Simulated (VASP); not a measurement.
Input of a VASP 6.6.1 run:

File INCAR:

```
SYSTEM = MgO
ALGO = Normal ; EDIFF = 1E-6
ENCUT = 520 ; GGA = PE
ISIF = 2 ; ISMEAR = 0
LASPH = .True. ; LCHARG = .True.
LELF = .True. ; LREAL = .False.
LVHAR = .True. ; LWAVE = .False.
NBANDS = 21 ; NELM = 60
PREC = Accurate ; SIGMA = 0.1
```

File KPOINTS:

```
k-points
0
Gamma
  6 6 4
  0 0 0
```

Contents of POSCAR:

```
MgO
1.0
    2.9780174376      0.0000000000      0.0000000000
    0.0000000000      3.2317966069      0.0000000000
    0.0000000000      0.0000000000      7.7776497296
Mg O
3 3
Direct
    0.5000000000      0.5000000000      0.1709481063
    0.5000000000      0.5000000000      0.8290518937
    0.0000000000      0.0000000000      0.5000000000
    0.5000000000      0.0000000000      0.3243095296
    0.0000000000      0.5000000000      0.0000000000
    0.5000000000      0.0000000000      0.6756904704
```

Potentials or basis: VASP PAW PBE potentials, release 64 (Mg, O).

Command:

```bash
$ cat potpaw_PBE.64/Mg/POTCAR potpaw_PBE.64/O/POTCAR > POTCAR
$ mpirun -np 1 vasp_std > vasp.out
```

Q: Estimate the largest force.

A: 0.016 eV/Å.

Q: What does it give for the band gap on the k mesh?

A: 1.25 eV, indirect (least direct gap 1.60 eV).

Q: Predict the pressure.

A: -0.2 GPa.

Forces on the atoms (eV/Å):
```
Mg   0.000  0.000 -0.016
Mg   0.000  0.000  0.016
Mg   0.000  0.000  0.000
O    0.000  0.000  0.005
O    0.000  0.000  0.000
O    0.000  0.000 -0.005
```

A k mesh can miss the band edges. As with any semilocal functional, this PBE gap is likely too small.
